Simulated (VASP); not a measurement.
# AlCu5 (P6/mmm) in VASP: a series of runs

The runs below take AlCu5 through single point, with PBE.

Everything below comes from runs of VASP 6.6.1. Logs are shortened: lines on timing, memory, paths and dates and some standing lists are left out, and cuts for length are marked.

## (1) The cell of the first run

Symmetry: P6/mmm, No. 191, hexagonal system. Conventional cell: a = 3.854 Å, b = 3.854 Å, c = 4.694 Å, α = 90.00°, β = 90.00°, γ = 120.00°. Al (site symmetry 6/mmm) has 24 Cu at 3.04 to 3.23 Å and 6 Al at 3.85 Å within 4.0 Å. Cu (site symmetry mmm) has 2 Cu at 1.11 Å within 1.5 Å. Cu (site symmetry -6m2) has 3 Cu at 1.11 Å within 1.5 Å.

## (2) Single point, PBE

The input, INCAR:

```
SYSTEM = AlCu5
PREC = Accurate
ENCUT = 520
EDIFF = 1E-6
ISMEAR = 0
SIGMA = 0.1
LREAL = .False.
LASPH = .True.
NELM = 100
ALGO = Fast
ISIF = 2
LWAVE = .False.
LCHARG = .True.
GGA = PE
LELF = .True.
LVHAR = .True.
NBANDS = 38
```

The input, KPOINTS:

```
regular mesh
0
Gamma
  6 6 4
  0 0 0
```

The input, POSCAR:

```
AlCu5
1.0
    3.8536480900      0.0000000000      0.0000000000
   -1.9268240400      3.3373571400      0.0000000000
    0.0000000000      0.0000000000      4.6941135400
Al Cu
1 5
Direct
    0.0000000000      0.0000000000      0.0000000000
    0.5000000000      0.0000000000      0.5000000000
    0.0000000000      0.5000000000      0.5000000000
    0.5000000000      0.5000000000      0.5000000000
    0.3333333300      0.6666666700      0.5000000000
    0.6666666700      0.3333333300      0.5000000000
```

Potentials or basis: VASP PAW PBE potentials, release 64 (Al, Cu).

On the command line:

```console
$ cat potpaw_PBE.64/Al/POTCAR potpaw_PBE.64/Cu/POTCAR > POTCAR
$ mpirun -np 1 vasp_std > vasp.out
```

OUTCAR:

```text
SYSTEM = AlCu5
   PREC = Accurate
   ENCUT = 520
   EDIFF = 1E-6
   ISMEAR = 0
   LREAL = .False.
   LASPH = .True.
   NELM = 100
   ISIF = 2
   GGA = PE

 ion  position               nearest neighbor table
   1  0.000  0.000  0.000-   3 3.04   3 3.04   3 3.04   3 3.04   4 3.04   4 3.04   4 3.04   4 3.04
                             2 3.04   2 3.04   2 3.04   2 3.04
   2  0.500  0.000  0.500-   5 1.11   6 1.11   4 1.93   4 1.93   3 1.93   3 1.93   1 3.04   1 3.04
                             1 3.04   1 3.04
   3  0.000  0.500  0.500-   5 1.11   6 1.11   2 1.93   2 1.93   4 1.93   4 1.93   1 3.04   1 3.04
                             1 3.04   1 3.04
   4  0.500  0.500  0.500-   5 1.11   6 1.11   2 1.93   2 1.93   3 1.93   3 1.93   1 3.04   1 3.04
                             1 3.04   1 3.04
   5  0.333  0.667  0.500-   2 1.11   3 1.11   4 1.11   6 2.22   6 2.22   6 2.22
   6  0.667  0.333  0.500-   2 1.11   3 1.11   4 1.11   5 2.22   5 2.22   5 2.22

 -----------------------------------------------------------------------------
|                                                                             |
|           W    W    AA    RRRRR   N    N  II  N    N   GGGG   !!!           |
|           W    W   A  A   R    R  NN   N  II  NN   N  G    G  !!!           |
|           W    W  A    A  R    R  N N  N  II  N N  N  G       !!!           |
|           W WW W  AAAAAA  RRRRR   N  N N  II  N  N N  G  GGG   !            |
|           WW  WW  A    A  R   R   N   NN  II  N   NN  G    G                |
|           W    W  A    A  R    R  N    N  II  N    N   GGGG   !!!           |
|                                                                             |
|     The distance between some ions is very small. Please check the          |
|     nearest-neighbor list in the OUTCAR file.                               |
|     I HOPE YOU KNOW WHAT YOU ARE DOING!                                     |
|                                                                             |
 -----------------------------------------------------------------------------

  LATTYP: Found a hexagonal cell.
 ALAT       =     3.8536480900
 C/A-ratio  =     1.2180960561

  Lattice vectors:

 A1 = (   3.8536480900,   0.0000000000,   0.0000000000)
 A2 = (  -1.9268240400,   3.3373571400,   0.0000000000)
 A3 = (   0.0000000000,   0.0000000000,   4.6941135400)

Analysis of symmetry for initial positions (statically):
=====================================================================
 Subroutine PRICEL returns:
 Original cell was already a primitive cell.

 Routine SETGRP: Setting up the symmetry group for a
 hexagonal supercell.

 Subroutine GETGRP returns: Found 24 space group operations
 (whereof 24 operations were pure point group operations)
 out of a pool of 24 trial point group operations.

The static configuration has the point symmetry D_6h.

Analysis of symmetry for dynamics (positions and initial velocities):
=====================================================================
 Subroutine PRICEL returns:
 Original cell was already a primitive cell.

 Routine SETGRP: Setting up the symmetry group for a
 hexagonal supercell.

 Subroutine GETGRP returns: Found 24 space group operations
 (whereof 24 operations were pure point group operations)
 out of a pool of 24 trial point group operations.

The dynamic configuration has the point symmetry D_6h.

 Subroutine INISYM returns: Found 24 space group operations
 (whereof 24 operations are pure point group operations),
 and found     1 'primitive' translations

----------------------------------------------------------------------------------------

                                     Primitive cell

  volume of cell :      60.3710

  direct lattice vectors                    reciprocal lattice vectors
     3.853648090  0.000000000  0.000000000     0.259494374  0.149819147  0.000000000
    -1.926824040  3.337357140  0.000000000     0.000000000  0.299638294  0.000000000
     0.000000000  0.000000000  4.694113540     0.000000000  0.000000000  0.213032768

  length of vectors
     3.853648090  3.853648085  4.694113540     0.299638294  0.299638294  0.213032768

  position of ions in fractional coordinates (direct lattice)
     0.000000000  0.000000000  0.000000000
     0.500000000  0.000000000  0.500000000
     0.000000000  0.500000000  0.500000000
     0.500000000  0.500000000  0.500000000
     0.333333330  0.666666670  0.500000000
     0.666666670  0.333333330  0.500000000

  ion indices of the primitive-cell ions
   primitive index   ion index
                 1           1
                 2           2
                 3           3
                 4           4
                 5           5
                 6           6

----------------------------------------------------------------------------------------

 KPOINTS: regular mesh

Automatic generation of k-mesh.
 Grid dimensions read from file:
 generate k-points for:    6    6    4

 Generating k-lattice:

  Cartesian coordinates                     Fractional coordinates (reciprocal lattice)
     0.043249062  0.024969858  0.000000000     0.166666667  0.000000000  0.000000000
     0.000000000  0.049939716  0.000000000     0.000000000  0.166666667  0.000000000
     0.000000000  0.000000000  0.053258192     0.000000000  0.000000000  0.250000000

  Length of vectors
     0.049939716  0.049939716  0.053258192

  Shift w.r.t. Gamma in fractional coordinates (k-lattice)
     0.000000000  0.000000000  0.000000000

 Subroutine IBZKPT returns following result:
 ===========================================

 Found     21 irreducible k-points:

 Following reciprocal coordinates:
            Coordinates               Weight
  0.000000  0.000000  0.000000      1.000000
  0.166667  0.000000  0.000000      6.000000
  0.333333  0.000000  0.000000      6.000000
  0.500000  0.000000  0.000000      3.000000
  0.166667  0.166667  0.000000      6.000000
  0.333333  0.166667  0.000000     12.000000
[... 13 lines left out ...]
  0.333333  0.166667  0.500000     12.000000
  0.333333  0.333333  0.500000      2.000000
   k-points           NKPTS =     21   k-points in BZ     NKDIM =     21   number of bands    NBANDS=     38
   number of dos      NEDOS =    301   number of ions     NIONS =      6
   total plane-waves  NPLWV =  32400
   dimension x,y,z NGX =    30 NGY =   30 NGZ =   36
   dimension x,y,z NGXF=    60 NGYF=   60 NGZF=   72
   ions per type =               1   5
   NGX,Y,Z   is equivalent  to a cutoff of  12.94, 12.94, 12.75 a.u.
   NGXF,Y,Z  is equivalent  to a cutoff of  25.88, 25.88, 25.50 a.u.
 SYSTEM =  AlCu5
   PREC   = accura    normal or accurate (medium, high low for compatibility)
   ISTART =      0    job   : 0-new  1-cont  2-samecut
   ICHARG =      2    charge: 1-file 2-atom 10-const
   ISPIN  =      1    spin polarized calculation?
   LNONCOLLINEAR =      F non collinear calculations
   LSORBIT =      F    spin-orbit coupling
   LASPH  =      T    aspherical Exc in radial PAW
   ENCUT  =  520.0 eV  38.22 Ry    6.18 a.u.   7.17  7.17  8.73*2*pi/ulx,y,z
   NELM   =    100;   NELMIN=  2; NELMDL= -5     # of ELM steps
   EDIFF  = 0.1E-05   stopping-criterion for ELM
   LREAL  =      F    real-space projection
   EDIFFG = 0.1E-04   stopping-criterion for IOM
   NSW    =      0    number of steps for IOM
   IBRION =     -1    ionic relax: 0-MD 1-quasi-New 2-CG
   NFREE  =      0    steps in history (QN), initial steepest desc. (CG)
   ISIF   =      2    stress and relaxation
   ISYM   =      2    0-nonsym 1-usesym 2-fastsym
   POTIM  = 0.5000    time-step for ionic-motion
   TEBEG  =    0.0;   TEEND  =   0.0 temperature during run
   PSTRESS=    0.0 pullay stress
   NELECT =      58.0000    total number of electrons
   NUPDOWN=      -1.0000    fix difference up-down
   EMIN   =  10.00;   EMAX   =-10.00  energy-range for DOS
   EFERMI =   0.00;   METHOD = LEGACY
   ISMEAR =     0;   SIGMA  =   0.10  broadening in eV -4-tet -1-fermi 0-gaus
   EFERMI_NEDOS =   21; number of points for ismear=-14 and -15
   IALGO  =     68    algorithm
   IMIX   =      4    mixing-type and parameters
     AMIX     =   0.40;   BMIX     =  1.00
     AMIX_MAG =   1.60;   BMIX_MAG =  1.00
  volume/ion in A,a.u.               =      10.06        67.90
  Fermi-wavevector in a.u.,A,eV,Ry     =   1.615380  3.052626 35.503760  2.609453
  Thomas-Fermi vector in A             =   2.710137
   LORBIT       =      0    0 simple, 1 ext, 2 COOP (PROOUT), +10 PAW based schemes
   GGA     = PE    functional components
   LHFCALC =     F    Hartree Fock is set to
   AEXX    =    0.0000 exact exchange contribution
   IVDW    =     0    specifies the selected vdW correction
   LEPSILON=     F    determine dielectric tensor
   LRPA    =     F    only Hartree local field effects (RPA)
 non-spin polarized calculation
 RMM-DIIS sequential band-by-band and
 Gauss-broadening in eV      SIGMA  =   0.10
  energy-cutoff  :      520.00
  volume of cell :       60.37
 maximum number of plane-waves:      1644
 NGX is ok and might be reduce to    30
   NGX = 15   NGY = 15   NGZ = 17

 number of electron      58.0000019 magnetization

 Free energy of the ion-electron system (eV)
  ---------------------------------------------------
  ext. energy  EPLUGINS =         0.00000000
  ---------------------------------------------------
  free energy    TOTEN  =        99.49873324 eV

  energy without entropy =       99.50713563  energy(sigma->0) =       99.50293443

 E-fermi :  11.6951     XC(G=0): -12.2531

 val. band max:       11.6681973225   @ k =   0.1667   0.1667   0.5000
 cond. band min:      11.7374851266   @ k =   0.1667   0.0000   0.2500
 fundamental gap:      0.0692878041
 Fermi energy:        11.6951030200

 k-point     1 :       0.0000    0.0000    0.0000
  band No.  band energies     occupation
      1     -10.0915      2.00000
      2     -10.0915      2.00000
      3      -7.6549      2.00000
      4      -7.6549      2.00000
      5      -5.2118      2.00000
      6      -5.2118      2.00000
[... 30 lines left out ...]
     37      19.5311      0.00000
     38      21.1475      0.00000
[... 818 lines left out ...]
     37      21.2491      0.00000
     38      21.9652      0.00000

------------------------ aborting loop because EDIFF is reached ----------------------------------------

  FORCE on cell =-STRESS in cart. coord.  units (eV):
  Direction    XX          YY          ZZ          XY          YZ          ZX
  --------------------------------------------------------------------------------------
  -------------------------------------------------------------------------------------
  Total      150.0669872    150.0669870     -2.8940275      0.0000002      0.0000000     -0.0000000
  in kB     3982.6066901   3982.6066825    -76.8041887      0.0000060      0.0000000     -0.0000000
  external PRESSURE =    2629.4697280 kB  Pullay stress =       0.0000000 kB

 VOLUME and BASIS-vectors are now :
 -----------------------------------------------------------------------------
  energy-cutoff  :      520.00
  volume of cell :       60.37
      direct lattice vectors                 reciprocal lattice vectors
     3.853648090  0.000000000  0.000000000     0.259494374  0.149819147  0.000000000
    -1.926824040  3.337357140  0.000000000     0.000000000  0.299638294  0.000000000
     0.000000000  0.000000000  4.694113540     0.000000000  0.000000000  0.213032768

 POSITION                                       TOTAL-FORCE (eV/Angst)
 -----------------------------------------------------------------------------------
      0.00000      0.00000      0.00000         0.000000      0.000000      0.000000
      1.92682      0.00000      2.34706         0.000000      0.000000      0.000000
     -0.96341      1.66868      2.34706         0.000000      0.000000      0.000000
      0.96341      1.66868      2.34706         0.000000      0.000000      0.000000
     -0.00000      2.22490      2.34706        -0.000000      0.000000      0.000000
      1.92682      1.11245      2.34706         0.000000      0.000000      0.000000
 -----------------------------------------------------------------------------------
    total drift:                               -0.000000      0.000000      0.000000

  FREE ENERGIE OF THE ION-ELECTRON SYSTEM (eV)
  ---------------------------------------------------
  free  energy   TOTEN  =        99.4987332359 eV

  energy  without entropy=       99.5071356294  energy(sigma->0) =       99.50293443
```

It took 1.9 min on 1 thread of Intel Xeon 6975P-C, shared host; peak memory 0.19 GiB.

What came out:

* Free energy: 99.4987 eV
* Pressure: 262.9 GPa
* Band gap on the k mesh: zero (band 29 reaches 14.26 eV, above the bottom of band 30 at 9.67 eV)

Levels at points of the mesh, in eV from the Fermi level:
| k point | band 25 | band 26 | band 27 | band 28 | band 29 | band 30 | band 31 | band 32 | band 33 | band 34 |
| --- | --- | --- | --- | --- | --- | --- | --- | --- | --- | --- |
| (0.00, 0.00, 0.00) | -4.56 | -2.10 | -2.10 | -0.45 | 1.39 | 1.39 | 5.78 | 5.78 | 5.82 | 6.62 |
| (0.50, 0.00, 0.00) | -5.55 | -3.92 | -2.60 | -0.18 | -0.09 | -0.07 | 0.71 | 2.09 | 3.96 | 6.37 |
| (0.00, 0.00, 0.50) | -4.55 | -2.11 | -2.11 | 2.57 | 2.57 | 3.43 | 4.23 | 4.23 | 5.76 | 5.98 |
| (0.50, 0.00, 0.50) | -5.33 | -4.18 | -3.13 | -2.61 | -2.60 | 1.43 | 1.94 | 3.05 | 4.03 | 7.59 |

## (3) Single point, PBE

This run uses another cell than the first one, of 21.64 Å³/atom, 2.151 times its volume.

The input, INCAR:

```
ALGO = Normal
EDIFF = 1E-6
ENCUT = 520
GGA = PE
ISIF = 2
ISMEAR = 0
LASPH = True
LCHARG = True
LELF = True
LREAL = False
LVHAR = True
LWAVE = False
NBANDS = 38
NELM = 80
PREC = Accurate
SIGMA = 0.1
```

The input, KPOINTS:

```
k-points
0
Gamma
  3 3 8
```

The input, POSCAR:

```
AlCu5
1.0
    7.8894869727      0.0000000000      0.0000000000
   -3.9447434863      6.8324961411      0.0000000000
    0.0000000000      0.0000000000      2.4087799162
Al Cu
1 5
Direct
    0.0000000000      0.0000000000      0.0000000000
    0.5000000000      0.0000000000      0.5000000000
    0.0000000000      0.5000000000      0.5000000000
    0.5000000000      0.5000000000      0.5000000000
    0.3333333333      0.6666666667      0.5000000000
    0.6666666667      0.3333333333      0.5000000000
```

Potentials or basis: VASP PAW PBE potentials, release 64 (Al, Cu).

On the command line:

```console
$ cat potpaw_PBE.64/Al/POTCAR potpaw_PBE.64/Cu/POTCAR > POTCAR
$ mpirun -np 1 vasp_std > vasp.out
```

It took 89 s on 1 thread of Intel Xeon 6975P-C, shared host; peak memory 0.27 GiB.

Results (log left out):

```yaml
Free_energy: -16.7613 eV
Pressure: 0.2 GPa
Band_gap_on_the_k_mesh: zero (band 29 reaches 5.69 eV, above the bottom of band 30 at 1.64 eV)
```

Stress tensor (GPa, compression positive):
```
0.31 0.00 0.00
0.00 0.31 0.00
0.00 0.00 0.10
```

Levels at points of the mesh, in eV from the Fermi level:
| k point | band 25 | band 26 | band 27 | band 28 | band 29 | band 30 | band 31 | band 32 | band 33 | band 34 |
| --- | --- | --- | --- | --- | --- | --- | --- | --- | --- | --- |
| (0.00, 0.00, 0.00) | -1.36 | -1.17 | -1.17 | -1.16 | -0.98 | -0.98 | -0.69 | -0.69 | 1.72 | 1.72 |
| (0.00, 0.00, 0.50) | -0.73 | -0.48 | -0.21 | 1.09 | 3.06 | 3.67 | 3.67 | 3.74 | 3.89 | 4.69 |

## (4) Single point, PBE

This run uses another cell than the first one, of 22.01 Å³/atom, 2.187 times its volume.

The input, INCAR:

```
SYSTEM = AlCu5
PREC = Accurate ; ENCUT = 520
EDIFF = 1E-6 ; ISMEAR = 0
SIGMA = 0.1 ; LREAL = .FALSE.
LASPH = .TRUE. ; NELM = 80
ALGO = Fast ; ISIF = 2
LWAVE = .FALSE. ; LCHARG = .TRUE.
GGA = PE ; LELF = .TRUE.
LVHAR = .TRUE. ; NBANDS = 38
```

The input, KPOINTS:

```
Automatic mesh
0
G
  6 6 4
  0 0 0
```

Changes to POSCAR since step 3:

```diff
@@ -2,5 +2,5 @@
 1.0
-    7.8894869727      0.0000000000      0.0000000000
-   -3.9447434863      6.8324961411      0.0000000000
-    0.0000000000      0.0000000000      2.4087799162
+    8.0036697122     -0.0000000060      0.0000000000
+   -4.0018348509      6.9313812973      0.0000000000
+    0.0000000000      0.0000000000      2.3804552116
 Al Cu
```

On the command line:

```console
$ cat potpaw_PBE.64/Al/POTCAR potpaw_PBE.64/Cu/POTCAR > POTCAR
$ mpirun -np 1 vasp_std > vasp.out
```

It took 2 min on 1 thread of Intel Xeon 6975P-C, shared host; peak memory 0.27 GiB.

It converged, with:

```yaml
Free_energy: -16.7820 eV
Pressure: 0.0 GPa
Band_gap_on_the_k_mesh: zero (band 29 reaches 5.77 eV, above the bottom of band 30 at 1.50 eV)
```

Stress tensor (GPa, compression positive):
```
 0.07  0.00  0.00
 0.00  0.07  0.00
 0.00  0.00 -0.11
```

Levels at points of the mesh, in eV from the Fermi level:
```
           k point  band 27  band 28  band 29  band 30  band 31  band 32
(0.00, 0.00, 0.00)    -1.21    -1.20    -1.07    -1.07    -0.82    -0.82
(0.50, 0.00, 0.00)    -1.19    -1.18    -1.16    -1.08    -0.08    -0.07
(0.00, 0.00, 0.50)    -0.10     1.18     3.19     3.59     3.60     3.60
(0.50, 0.00, 0.50)     0.71     0.89     1.86     3.15     3.47     3.53
```

Caveat: the k points lie up to 0.66 Å⁻¹ apart.

## (5) The runs side by side

```tsv
cell	k mesh	gap on the mesh (eV)	pressure (GPa)
a = 3.854, b = 3.854, c = 4.694 Å, angles 90.0, 90.0, 120.0°, 6 atoms	6 × 6 × 4	none	262.9
a = 7.889, b = 7.889, c = 2.409 Å, angles 90.0, 90.0, 120.0°, 6 atoms	3 × 3 × 8	none	0.2
a = 8.004, b = 8.004, c = 2.380 Å, angles 90.0, 90.0, 120.0°, 6 atoms	6 × 6 × 4	none	0.0
```

Alike in all rows: task single point; level PBE; potentials or basis VASP PAW PBE potentials, release 64 (Al, Cu); no spin polarisation; cutoff (eV) 520; smearing gaussian 0.1 eV.

Caveats: some runs use coarse meshes.

Absolute energies hang on the potentials; compare differences alone.
